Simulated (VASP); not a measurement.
# ReB (P4/mmm) in VASP: further runs

The runs below take ReB through single point, with PBE.

Program: VASP 6.6.1. These are calculated values, not measurements. Logs are shortened: lines on timing, memory, paths and dates and some standing lists are left out, and cuts for length are marked.

## (1) The cell of the first run

The structure is tetragonal, space group P4/mmm (No. 123). Conventional cell: a = 2.856 Å, b = 2.856 Å, c = 5.735 Å, α = 90.00°, β = 90.00°, γ = 90.00°. Within 2.6 Å of Re (site symmetry 4mm) lie 4 B at 1.95 Å. B (site symmetry mmm) has 4 Re at 1.95 Å and 4 B at 2.02 Å within 2.6 Å.

## (2) Single point, PBE

Contents of INCAR:

```
SYSTEM = ReB
PREC = Accurate ; ENCUT = 520
EDIFF = 1E-7 ; ISMEAR = 0
SIGMA = 0.1 ; LREAL = .False.
LASPH = .True. ; NELM = 60
ALGO = Normal ; ISIF = 2
LWAVE = .False. ; LCHARG = .False.
GGA = PE ; NBANDS = 18
```

Contents of KPOINTS:

```
regular mesh
0
Gamma
  6 6 4
  0 0 0
```

Contents of POSCAR:

```
ReB
1.0
    2.8557300700      0.0000000000      0.0000000000
    0.0000000000      2.8557300700      0.0000000000
    0.0000000000      0.0000000000      5.7348493500
Re B
2 2
Direct
    0.5000000000      0.5000000000      0.2677464800
    0.5000000000      0.5000000000      0.7322535200
    0.0000000000      0.5000000000      0.5000000000
    0.5000000000      0.0000000000      0.5000000000
```

Potentials or basis: VASP PAW PBE potentials, release 64 (Re, B).

Started as:

```bash
cat potpaw_PBE.64/Re/POTCAR potpaw_PBE.64/B/POTCAR > POTCAR
mpirun -np 1 vasp_std > vasp.out
```

OUTCAR:

```text
SYSTEM = ReB
   PREC = Accurate
   ENCUT = 520
   EDIFF = 1E-7
   ISMEAR = 0
   LREAL = .False.
   LASPH = .True.
   NELM = 60
   ISIF = 2
   GGA = PE

 ion  position               nearest neighbor table
   1  0.500  0.500  0.268-   3 1.95   4 1.95   4 1.95   3 1.95   2 2.66   2 3.07
   2  0.500  0.500  0.732-   3 1.95   4 1.95   4 1.95   3 1.95   1 2.66   1 3.07
   3  0.000  0.500  0.500-   1 1.95   2 1.95   1 1.95   2 1.95   4 2.02   4 2.02   4 2.02   4 2.02

   4  0.500  0.000  0.500-   1 1.95   2 1.95   1 1.95   2 1.95   3 2.02   3 2.02   3 2.02   3 2.02

  LATTYP: Found a simple tetragonal cell.
 ALAT       =     2.8557300700
 C/A-ratio  =     2.0081902734

  Lattice vectors:

 A1 = (   2.8557300700,   0.0000000000,   0.0000000000)
 A2 = (   0.0000000000,   2.8557300700,   0.0000000000)
 A3 = (   0.0000000000,   0.0000000000,   5.7348493500)

Analysis of symmetry for initial positions (statically):
=====================================================================
 Subroutine PRICEL returns:
 Original cell was already a primitive cell.

 Routine SETGRP: Setting up the symmetry group for a
 simple tetragonal supercell.

 Subroutine GETGRP returns: Found 16 space group operations
 (whereof 16 operations were pure point group operations)
 out of a pool of 16 trial point group operations.

The static configuration has the point symmetry D_4h.

Analysis of symmetry for dynamics (positions and initial velocities):
=====================================================================
 Subroutine PRICEL returns:
 Original cell was already a primitive cell.

 Routine SETGRP: Setting up the symmetry group for a
 simple tetragonal supercell.

 Subroutine GETGRP returns: Found 16 space group operations
 (whereof 16 operations were pure point group operations)
 out of a pool of 16 trial point group operations.

The dynamic configuration has the point symmetry D_4h.

 Subroutine INISYM returns: Found 16 space group operations
 (whereof 16 operations are pure point group operations),
 and found     1 'primitive' translations

----------------------------------------------------------------------------------------

                                     Primitive cell

  volume of cell :      46.7688

  direct lattice vectors                    reciprocal lattice vectors
     2.855730070  0.000000000  0.000000000     0.350173152  0.000000000  0.000000000
[... 86 lines left out ...]
   LSORBIT =      F    spin-orbit coupling
   LASPH  =      T    aspherical Exc in radial PAW
   ENCUT  =  520.0 eV  38.22 Ry    6.18 a.u.   5.31  5.31 10.66*2*pi/ulx,y,z
   NELM   =     60;   NELMIN=  2; NELMDL= -5     # of ELM steps
   EDIFF  = 0.1E-06   stopping-criterion for ELM
   LREAL  =      F    real-space projection
   EDIFFG = 0.1E-05   stopping-criterion for IOM
   NSW    =      0    number of steps for IOM
   IBRION =     -1    ionic relax: 0-MD 1-quasi-New 2-CG
   NFREE  =      0    steps in history (QN), initial steepest desc. (CG)
   ISIF   =      2    stress and relaxation
   ISYM   =      2    0-nonsym 1-usesym 2-fastsym
   POTIM  = 0.5000    time-step for ionic-motion
   TEBEG  =    0.0;   TEEND  =   0.0 temperature during run
   PSTRESS=    0.0 pullay stress
   NELECT =      20.0000    total number of electrons
   NUPDOWN=      -1.0000    fix difference up-down
   EMIN   =  10.00;   EMAX   =-10.00  energy-range for DOS
   EFERMI =   0.00;   METHOD = LEGACY
   ISMEAR =     0;   SIGMA  =   0.10  broadening in eV -4-tet -1-fermi 0-gaus
   EFERMI_NEDOS =   21; number of points for ismear=-14 and -15
   IALGO  =     38    algorithm
   IMIX   =      4    mixing-type and parameters
     AMIX     =   0.40;   BMIX     =  1.00
     AMIX_MAG =   1.60;   BMIX_MAG =  1.00
  volume/ion in A,a.u.               =      11.69        78.90
  Fermi-wavevector in a.u.,A,eV,Ry     =   1.233387  2.330764 20.697776  1.521244
  Thomas-Fermi vector in A             =   2.368119
   LORBIT       =      0    0 simple, 1 ext, 2 COOP (PROOUT), +10 PAW based schemes
   GGA     = PE    functional components
   LHFCALC =     F    Hartree Fock is set to
   AEXX    =    0.0000 exact exchange contribution
   IVDW    =     0    specifies the selected vdW correction
   LEPSILON=     F    determine dielectric tensor
   LRPA    =     F    only Hartree local field effects (RPA)
 non-spin polarized calculation
 Gauss-broadening in eV      SIGMA  =   0.10
  energy-cutoff  :      520.00
  volume of cell :       46.77
 maximum number of plane-waves:      1294
 NGX is ok and might be reduce to    24
   NGX = 11   NGY = 11   NGZ = 21

 number of electron      20.0000000 magnetization

 Free energy of the ion-electron system (eV)
  ---------------------------------------------------
  ext. energy  EPLUGINS =         0.00000000
  ---------------------------------------------------
  free energy    TOTEN  =       -32.43806011 eV

  energy without entropy =      -32.42140244  energy(sigma->0) =      -32.42973127

 E-fermi :   6.7841     XC(G=0): -12.3624

 val. band max:        6.7343820482   @ k =   0.5000   0.3333   0.5000
 cond. band min:       6.8134941685   @ k =   0.1667   0.1667   0.0000
 fundamental gap:      0.0791121203
 Fermi energy:         6.7841392821

 k-point     1 :       0.0000    0.0000    0.0000
  band No.  band energies     occupation
      1      -7.0724      2.00000
      2      -1.3191      2.00000
      3       0.3114      2.00000
      4       0.3114      2.00000
      5       0.6031      2.00000
      6       0.8458      2.00000
[... 481 lines left out ...]
      5       1.9263      2.00000
      6       1.9619      2.00000
[... 10 lines left out ...]
     17      12.8940      0.00000
     18      15.1018      0.00000

 [... further k-points ...]
[... 5 lines left out ...]
  --------------------------------------------------------------------------------------
  -------------------------------------------------------------------------------------
  Total       17.0039809     17.0039809     23.6639787      0.0000000      0.0000000      0.0000000
  in kB      582.5119875    582.5119875    810.6661233      0.0000000      0.0000000      0.0000000
  external PRESSURE =     658.5633661 kB  Pullay stress =       0.0000000 kB

 VOLUME and BASIS-vectors are now :
 -----------------------------------------------------------------------------
  energy-cutoff  :      520.00
  volume of cell :       46.77
      direct lattice vectors                 reciprocal lattice vectors
     2.855730070  0.000000000  0.000000000     0.350173152  0.000000000  0.000000000
     0.000000000  2.855730070  0.000000000     0.000000000  0.350173152  0.000000000
     0.000000000  0.000000000  5.734849350     0.000000000  0.000000000  0.174372497

 POSITION                                       TOTAL-FORCE (eV/Angst)
 -----------------------------------------------------------------------------------
      1.42787      1.42787      1.53549         0.000000      0.000000    -10.937819
      1.42787      1.42787      4.19936         0.000000      0.000000     10.937819
      0.00000      1.42787      2.86742         0.000000      0.000000      0.000000
      1.42787      0.00000      2.86742         0.000000      0.000000      0.000000
 -----------------------------------------------------------------------------------
    total drift:                                0.000000     -0.000000     -0.000000

  FREE ENERGIE OF THE ION-ELECTRON SYSTEM (eV)
  ---------------------------------------------------
  free  energy   TOTEN  =       -32.4380601091 eV

  energy  without entropy=      -32.4214024381  energy(sigma->0) =      -32.42973127
```

OSZICAR:

```text
N       E                     dE             d eps       ncg     rms          rms(c)
DAV:   1     0.592170293342E+02    0.59217E+02   -0.97841E+03  2122   0.127E+03
DAV:   2    -0.341824778400E+02   -0.93400E+02   -0.86575E+02  2018   0.361E+02
DAV:   3    -0.388319222466E+02   -0.46494E+01   -0.43100E+01  1864   0.138E+02
DAV:   4    -0.389542766410E+02   -0.12235E+00   -0.12085E+00  1924   0.110E+01
DAV:   5    -0.389569153369E+02   -0.26387E-02   -0.26286E-02  1824   0.211E+00    0.789E+01
DAV:   6    -0.328036103892E+02    0.61533E+01   -0.27934E+01  2006   0.896E+01    0.170E+01
DAV:   7    -0.325277031635E+02    0.27591E+00   -0.26942E+00  1832   0.163E+01    0.138E+01
DAV:   8    -0.324435199264E+02    0.84183E-01   -0.11530E-01  1888   0.408E+00    0.299E+00
DAV:   9    -0.324382467750E+02    0.52732E-02   -0.23321E-02  2032   0.231E+00    0.201E-01
DAV:  10    -0.324380780943E+02    0.16868E-03   -0.11209E-03  1824   0.329E-01    0.210E-02
DAV:  11    -0.324380597501E+02    0.18344E-04   -0.44499E-05  1852   0.102E-01    0.789E-03
DAV:  12    -0.324380598039E+02   -0.53765E-07   -0.34734E-06  1872   0.172E-02    0.515E-03
DAV:  13    -0.324380601420E+02   -0.33810E-06   -0.69535E-08   878   0.104E-02    0.604E-04
DAV:  14    -0.324380601091E+02    0.32906E-07   -0.24181E-08   778   0.472E-03
   1 F= -.32438060E+02 E0= -.32429731E+02  d E =-.166577E-01
```

stdout:

```text
POSCAR found type information on POSCAR ReB
 POSCAR found :  2 types and       4 ions
 scaLAPACK will be used
 LDA part: xc-table for (Slater+PW92), standard interpolation
 POSCAR, INCAR and KPOINTS ok, starting setup
 FFT: planning ... GRIDC
 FFT: planning ... GRID_SOFT
 FFT: planning ... GRID
 WAVECAR not read
 entering main loop
```

Run time: 13 s. Hardware: 1 thread of Intel Xeon 6975P-C (Granite Rapids), shared host; peak memory 0.18 GiB.

What came out:

```yaml
Free_energy: -32.4381 eV
Pressure: 65.9 GPa
Largest_force: 10.938 eV/Å
Band_gap_on_the_k_mesh: zero (band 10 reaches 8.58 eV, above the bottom of band 11 at 6.11 eV)
```

Forces on the atoms (eV/Å):
```
Re    0.000   0.000 -10.938
Re    0.000   0.000  10.938
B     0.000   0.000   0.000
B     0.000   0.000   0.000
```

Caveat: the k points lie up to 0.37 Å⁻¹ apart; spin-orbit coupling is left out, which moves the levels of the heavy elements; forces of over 1 eV/Å act on the atoms, so gaps and moduli don't describe the material at rest.

## (3) Single point, PBE

This run uses another cell than the first one, of 11.76 Å³/atom, 1.005 times its volume.

Contents of INCAR:

```
SYSTEM = ReB
PREC = Accurate
ENCUT = 520
EDIFF = 1E-7
ISMEAR = 0
SIGMA = 0.1
LREAL = .FALSE.
LASPH = .TRUE.
NELM = 100
ALGO = Normal
ISIF = 2
LWAVE = .FALSE.
LCHARG = .FALSE.
GGA = PE
NBANDS = 18
```

Contents of KPOINTS:

```
regular mesh
0
G
  6 6 4
  0 0 0
```

Contents of POSCAR:

```
ReB
1.0
    2.8181008814      0.0000000000      0.0000000000
    0.0000000000      2.8181008814      0.0000000000
    0.0000000000      0.0000000000      5.9210614863
Re B
2 2
Direct
    0.5000000000      0.5000000000      0.2121399233
    0.5000000000      0.5000000000      0.7878600767
    0.0000000000      0.5000000000      0.5000000000
    0.5000000000      0.0000000000      0.5000000000
```

Potentials or basis: VASP PAW PBE potentials, release 64 (Re, B).

Started as:

```bash
cat potpaw_PBE.64/Re/POTCAR potpaw_PBE.64/B/POTCAR > POTCAR
mpirun -np 1 vasp_std > vasp.out
```

OUTCAR:

```text
SYSTEM = ReB
   PREC = Accurate
   ENCUT = 520
   EDIFF = 1E-7
   ISMEAR = 0
   LREAL = .FALSE.
   LASPH = .TRUE.
   NELM = 100
   ISIF = 2
   GGA = PE

 ion  position               nearest neighbor table
   1  0.500  0.500  0.212-   3 2.21   4 2.21   4 2.21   3 2.21   2 2.51   2 3.41
   2  0.500  0.500  0.788-   3 2.21   4 2.21   4 2.21   3 2.21   1 2.51   1 3.41
   3  0.000  0.500  0.500-   4 1.99   4 1.99   4 1.99   4 1.99   1 2.21   2 2.21   1 2.21   2 2.21

   4  0.500  0.000  0.500-   3 1.99   3 1.99   3 1.99   3 1.99   2 2.21   2 2.21   1 2.21   1 2.21

  LATTYP: Found a simple tetragonal cell.
 ALAT       =     2.8181008814
 C/A-ratio  =     2.1010821598

  Lattice vectors:

 A1 = (   2.8181008814,   0.0000000000,   0.0000000000)
 A2 = (   0.0000000000,   2.8181008814,   0.0000000000)
 A3 = (   0.0000000000,   0.0000000000,   5.9210614863)

Analysis of symmetry for initial positions (statically):
=====================================================================
 Subroutine PRICEL returns:
 Original cell was already a primitive cell.

 Routine SETGRP: Setting up the symmetry group for a
 simple tetragonal supercell.

[... 166 lines left out ...]
  ---------------------------------------------------
  free energy    TOTEN  =       -35.77710110 eV

  energy without entropy =      -35.76869958  energy(sigma->0) =      -35.77290034

 E-fermi :   6.8723     XC(G=0): -12.6461

 val. band max:        6.8003290138   @ k =   0.3333   0.3333   0.2500
 cond. band min:       6.9332532922   @ k =   0.3333   0.1667   0.0000
 fundamental gap:      0.1329242784
 Fermi energy:         6.8723152550

 k-point     1 :       0.0000    0.0000    0.0000
  band No.  band energies     occupation
      1      -6.7384      2.00000
      2      -0.5920      2.00000
      3       1.0940      2.00000
      4       2.0268      2.00000
      5       2.4800      2.00000
      6       3.0924      2.00000
[... 481 lines left out ...]
      5       3.2717      2.00000
      6       4.0314      2.00000
[... 10 lines left out ...]
     17      12.3099      0.00000
     18      14.3830      0.00000

 [... further k-points ...]
[... 5 lines left out ...]
  --------------------------------------------------------------------------------------
  -------------------------------------------------------------------------------------
  Total        0.0923174      0.0923174      0.1130245      0.0000000      0.0000000      0.0000000
  in kB        3.1454404      3.1454404      3.8509746      0.0000000      0.0000000      0.0000000
  external PRESSURE =       3.3806184 kB  Pullay stress =       0.0000000 kB

 VOLUME and BASIS-vectors are now :
 -----------------------------------------------------------------------------
  energy-cutoff  :      520.00
  volume of cell :       47.02
      direct lattice vectors                 reciprocal lattice vectors
     2.818100881  0.000000000  0.000000000     0.354848901  0.000000000  0.000000000
     0.000000000  2.818100881  0.000000000     0.000000000  0.354848901  0.000000000
     0.000000000  0.000000000  5.921061486     0.000000000  0.000000000  0.168888636

 POSITION                                       TOTAL-FORCE (eV/Angst)
 -----------------------------------------------------------------------------------
      1.40905      1.40905      1.25609         0.000000      0.000000     -0.244199
      1.40905      1.40905      4.66497         0.000000      0.000000      0.244199
      0.00000      1.40905      2.96053         0.000000     -0.000000     -0.000000
      1.40905      0.00000      2.96053         0.000000     -0.000000     -0.000000
 -----------------------------------------------------------------------------------
    total drift:                                0.000000     -0.000000     -0.000000

  FREE ENERGIE OF THE ION-ELECTRON SYSTEM (eV)
  ---------------------------------------------------
  free  energy   TOTEN  =       -35.7771010987 eV

  energy  without entropy=      -35.7686995812  energy(sigma->0) =      -35.77290034
```

OSZICAR:

```text
N       E                     dE             d eps       ncg     rms          rms(c)
DAV:   1     0.470134342305E+02    0.47013E+02   -0.96261E+03  2108   0.127E+03
DAV:   2    -0.354578648130E+02   -0.82471E+02   -0.75500E+02  1952   0.336E+02
DAV:   3    -0.402703440317E+02   -0.48125E+01   -0.44452E+01  1852   0.152E+02
DAV:   4    -0.404003243525E+02   -0.12998E+00   -0.12750E+00  1896   0.121E+01
DAV:   5    -0.404027104345E+02   -0.23861E-02   -0.23808E-02  1910   0.193E+00    0.485E+01
DAV:   6    -0.365431383261E+02    0.38596E+01   -0.20311E+01  2096   0.852E+01    0.870E+00
DAV:   7    -0.359362706937E+02    0.60687E+00   -0.50294E+00  2006   0.293E+01    0.111E+01
DAV:   8    -0.357833223311E+02    0.15295E+00   -0.38180E-01  2070   0.113E+01    0.137E+00
DAV:   9    -0.357775827833E+02    0.57395E-02   -0.35692E-02  1896   0.166E+00    0.324E-01
DAV:  10    -0.357771116948E+02    0.47109E-03   -0.18367E-03  1944   0.775E-01    0.114E-01
DAV:  11    -0.357771054253E+02    0.62695E-05   -0.96733E-05  1744   0.764E-02    0.218E-02
DAV:  12    -0.357771025453E+02    0.28800E-05   -0.30630E-05  2008   0.108E-01    0.522E-03
DAV:  13    -0.357771013114E+02    0.12340E-05   -0.73103E-07  1264   0.158E-02    0.410E-03
DAV:  14    -0.357771010469E+02    0.26447E-06   -0.13052E-07  1008   0.566E-03    0.217E-03
DAV:  15    -0.357771010987E+02   -0.51797E-07   -0.55513E-08   764   0.856E-03
   1 F= -.35777101E+02 E0= -.35772900E+02  d E =-.840152E-02
```

stdout:

```text
POSCAR found type information on POSCAR ReB
 POSCAR found :  2 types and       4 ions
 scaLAPACK will be used
 LDA part: xc-table for (Slater+PW92), standard interpolation
 POSCAR, INCAR and KPOINTS ok, starting setup
 FFT: planning ... GRIDC
 FFT: planning ... GRID_SOFT
 FFT: planning ... GRID
 WAVECAR not read
 entering main loop
```

It took 14 s on 1 thread of Intel Xeon 6975P-C (Granite Rapids), shared host; peak memory 0.18 GiB.

Results:

```yaml
Free_energy: -35.7771 eV
Pressure: 0.3 GPa
Largest_force: 0.244 eV/Å
Band_gap_on_the_k_mesh: zero (band 10 reaches 8.28 eV, above the bottom of band 11 at 6.26 eV)
```

Forces in eV/Å, atoms in the order of the input:
```
Re   0.000  0.000 -0.244
Re   0.000  0.000  0.244
B    0.000  0.000  0.000
B    0.000  0.000  0.000
```

Caveat: the k points lie up to 0.37 Å⁻¹ apart; spin-orbit coupling is left out, which moves the levels of the heavy elements.
